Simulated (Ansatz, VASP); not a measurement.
**Mg2Sn in VASP and in Ansatz**

Contents of INCAR:

```
PREC     = Accurate       # precision mode
ENCUT    = 600            # plane-wave cutoff, eV
EDIFF    = 1E-6           # SCF threshold, eV
ISMEAR   = 0              # smearing method
SIGMA    = 0.05           # smearing width, eV
LREAL    = False          # projectors in reciprocal space
LASPH    = True           # aspherical terms in the spheres
NELM     = 120            # most SCF steps
ALGO     = Normal         # electronic algorithm
ISIF     = 2              # what is computed and relaxed
LWAVE    = False          # write WAVECAR
LCHARG   = False          # write CHGCAR
GGA      = PE             # functional
NBANDS   = 16             # bands
GGA_COMPAT= False
```

The input KPOINTS:

```
Automatic mesh
0
Gamma
  6 6 6
```

File POSCAR:

```
Mg2Sn
1.0
    0.0000000000      3.4074667949      3.4074667949
    3.4074667949      0.0000000000      3.4074667949
    3.4074667949      3.4074667949      0.0000000000
Mg Sn
2 1
Direct
    0.2500000000      0.2500000000      0.2500000000
    0.7500000000      0.7500000000      0.7500000000
    0.0000000000      0.0000000000      0.0000000000
```

Input for Ansatz:

```yaml
crystal:
  lattice:
    - [0.0, 3.4074667949, 3.4074667949]
    - [3.4074667949, 0.0, 3.4074667949]
    - [3.4074667949, 3.4074667949, 0.0]
  atoms:
    - { symbol: Mg, position: [0.25, 0.25, 0.25] }
    - { symbol: Mg, position: [0.75, 0.75, 0.75] }
    - { symbol: Sn, position: [0.0, 0.0, 0.0] }
basis:
  ecutwfc: 420
  ecutrho_ratio: 4
kpoints:
  mp_grid: { grid: [6, 6, 6] }
hamiltonian:
  xc: pbe
scf:
  occupations: { method: gaussian, width: 0.05 }
output:
  forces: true
  stress: true
  eigenvalues: true
```

Alike in both runs: task single point; functional PBE; k mesh 6 × 6 × 6; occupations gaussian, width 0.05 eV; no spin polarisation.

```csv
,VASP,Ansatz
version,VASP 6.6.1,Ansatz 0.2.0
potentials or method,"VASP PAW PBE potentials, release 64 (Mg, Sn_d), cutoff 600 eV","scalar-relativistic, plane waves, PAW"
valence electrons in the cell,18,34
```

|  | VASP | Ansatz | Ansatz less VASP |
| --- | --- | --- | --- |
| gap on the k mesh at the Fermi level (eV) | none | none | - |
| pressure (GPa) | 0.0 | 0.0 | -0.03 |

A gap of «none» marks a metal or a gap that the smearing closes. The functional is the same, so the differences come from potentials, cutoffs and numerics. VASP's potentials hold 18 valence electrons a cell and Ansatz's 34, so a difference there can come from the potentials and not from the codes.
